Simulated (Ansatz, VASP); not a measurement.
**Al2O3: VASP beside Ansatz**

```
CELL_PARAMETERS angstrom
2.57094 1.48433 3.73814
-2.57094 1.48433 3.73814
0.00000 -2.96866 3.73814
ATOMIC_POSITIONS crystal
Al 0.84051 0.84051 0.84051
Al 0.65949 0.65949 0.65949
Al 0.15949 0.15949 0.15949
Al 0.34051 0.34051 0.34051
O 0.05586 0.44414 0.75000
O 0.75000 0.05586 0.44414
O 0.44414 0.75000 0.05586
O 0.94414 0.55586 0.25000
O 0.25000 0.94414 0.55586
O 0.55586 0.25000 0.94414
```

Alike in both runs: task single point; functional PBEsol; k mesh 6 × 6 × 6; occupations gaussian, width 0.05 eV; no spin polarisation.

|  | VASP | Ansatz |
| --- | --- | --- |
| version | VASP 6.6.1 | Ansatz 0.2.0 |
| potentials or method | VASP PAW PBE potentials, release 64 (Al, O), cutoff 520 eV | scalar-relativistic, plane waves, PAW |
| valence electrons in the cell | 48 | 48 |

Ansatz gave:

| Quantity | Value |
| --- | --- |
| gap on the k mesh at the Fermi level (eV) | 3.99 |
| least direct gap on the mesh (eV) | 3.99 |
| pressure (GPa) | 10.4 |
| traceless stress, the component that is largest in VASP (GPa) | 73.82 |
| rms of the force components (eV/Å) | 3.012 |

Estimate VASP's values.

gap on the k mesh at the Fermi level (eV): 3.99; least direct gap on the mesh (eV): 3.99; pressure (GPa): 10.6; traceless stress, the component that is largest in VASP (GPa): 73.88; rms of the force components (eV/Å): 3.033.

VASP's potentials were made for PBE, not for PBEsol, and Ansatz warns of the same on its side. Atom by atom the forces differ by 0.027 eV/Å (rms over components). With one functional, cell and mesh, what is left measures potentials, basis and numerics.
